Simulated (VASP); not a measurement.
## FeRu: single point with LDA

FeRu:

```
Fe Ru
1.0
     2.53255    0.00000    0.00000
    -1.26628    2.19326    0.00000
     0.00000    0.00000    3.90043
Fe Ru
1 1
Cartesian
  0.0000 0.0000 1.9502
  1.2663 0.7311 0.0000
```

This cell differs from its parent crystal: volume scaled by 0.88.

```json
{
  "Program": "VASP 6.6.1",
  "Task": "single point",
  "Functional": "LDA",
  "Potentials or basis": "VASP PAW LDA potentials, release 64 (Fe, Ru_pv)",
  "Cutoff": "520 eV",
  "k mesh": "12 × 12 × 7",
  "Occupations": "fermi-dirac, width 0.05 eV",
  "Spin": "collinear spin, ferromagnetic start",
  "Starting moments": "[3.0, 1.5] μB",
  "Dipole correction": "no",
  "Further INCAR settings": "ALGO = Normal; EDIFF = 1e-06; NBANDS = 22"
}
```

- Pressure: 24.7 GPa
- Band gap on the k mesh: zero (filled and empty bands overlap)
- Net moment: 0.00 μB per cell
- Valence electrons inside the program's atomic spheres: Fe 7.64; Ru 13.03

Stress tensor (GPa, compression positive):
```
23.98  0.00  0.00
 0.00 23.98  0.00
 0.00  0.00 26.12
```

Levels at points of the mesh, in eV from the Fermi level:
Spin up:
```tsv
k point	band 7	band 8	band 9	band 10	band 11	band 12	band 13	band 14	band 15	band 16
(0.00, 0.00, 0.00)	-2.89	-1.83	-1.40	-1.40	-1.35	-1.35	1.23	1.23	1.45	9.82
(0.50, 0.00, 0.00)	-2.93	-2.19	-1.68	-1.17	0.66	1.80	2.51	3.46	6.67	9.82
```
Spin down:
| k point | band 7 | band 8 | band 9 | band 10 | band 11 | band 12 | band 13 | band 14 | band 15 | band 16 |
| --- | --- | --- | --- | --- | --- | --- | --- | --- | --- | --- |
| (0.00, 0.00, 0.00) | -2.89 | -1.83 | -1.39 | -1.39 | -1.35 | -1.35 | 1.23 | 1.23 | 1.45 | 9.82 |
| (0.50, 0.00, 0.00) | -2.93 | -2.18 | -1.68 | -1.16 | 0.66 | 1.81 | 2.51 | 3.46 | 6.67 | 9.82 |

Wall time 97 s on 1 thread of Oxide Virtual Turin-like Processor, on a shared host, peak memory 0.14 GiB.

Caveat: the starting moments collapsed, and a magnetic state may lie lower.
